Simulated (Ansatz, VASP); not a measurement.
**AlP in VASP and in Ansatz**

POSCAR

```
AlP
1.0
    0.0000000000      2.7118646345      2.7118646345
    2.7118646345      0.0000000000      2.7118646345
    2.7118646345      2.7118646345      0.0000000000
Al P
1 1
Direct
    0.0000000000      0.0000000000      0.0000000000
    0.2500000000      0.2500000000      0.2500000000
```

INCAR.step1

```
PREC = Accurate
ENCUT = 550
ISMEAR = 0
SIGMA = 0.01
LREAL = False
LASPH = True
NELM = 120
NBANDS = 11
GGA = PE
ALGO = Normal
EDIFF = 1E-5
LWAVE = True
LCHARG = False
GGA_COMPAT = False
```

INCAR.step2

```
PREC = Accurate
ENCUT = 550
EDIFF = 1E-6
ISMEAR = 0
SIGMA = 0.01
LREAL = False
LASPH = True
NELM = 120
ALGO = Normal
ISIF = 2
LWAVE = False
LCHARG = False
METAGGA = R2SCAN
LMIXTAU = True
NBANDS = 11
ISTART = 1
GGA_COMPAT = False
```

KPOINTS

```
Automatic mesh
0
Gamma
  8 8 8
```

Input for Ansatz:

```yaml
crystal:
  lattice:
    - [0.0, 2.7118646345, 2.7118646345]
    - [2.7118646345, 0.0, 2.7118646345]
    - [2.7118646345, 2.7118646345, 0.0]
  atoms:
    - { symbol: Al, position: [0.0, 0.0, 0.0] }
    - { symbol: P, position: [0.25, 0.25, 0.25] }
kpoints:
  mp_grid: { grid: [8, 8, 8] }
  band_path:
    path:
      - [0.0, 0.0, 0.0]
      - [-0.5, -0.5, 0.0]
      - [-0.375, -0.375, 0.25]
      - [-0.375, 0.0, 0.375]
      - [0.0, 0.0, 0.5]
      - [-0.5, -0.25, 0.25]
      - [0.0, 0.5, 0.5]
    npoints: 1
hamiltonian:
  xc: r2scan
scf:
  occupations: { method: fixed }
  n_extra_bands: 4
output:
  forces: true
  stress: true
  eigenvalues: true
  write_density: true
  write_potential: true
  elf: true
  volumetric_format: npy
```

Change from the starting cell: hydrostatic strain -1.0%.

Alike in both runs: task single point; functional r2SCAN; k mesh 8 × 8 × 8; no spin polarisation.

|  | VASP | Ansatz |
| --- | --- | --- |
| version | VASP 6.6.1 | Ansatz 0.2.0 |
| potentials or method | VASP PAW PBE potentials, release 64 (Al, P) | plane waves, PAW |
| plane-wave cutoff (eV) | 550 | 500 |
| occupations | gaussian, width 0.01 eV | fixed |
| valence electrons in the cell | 8 | 8 |

VASP gave:

```
gap on the k mesh at the Fermi level (eV) : 1.87
pressure (GPa)                            : 2.6
```

Problem. Estimate Ansatz's values.

Solution. gap on the k mesh at the Fermi level (eV): 1.87; pressure (GPa): 2.9.

VASP's potentials were made for PBE, not for r2SCAN.
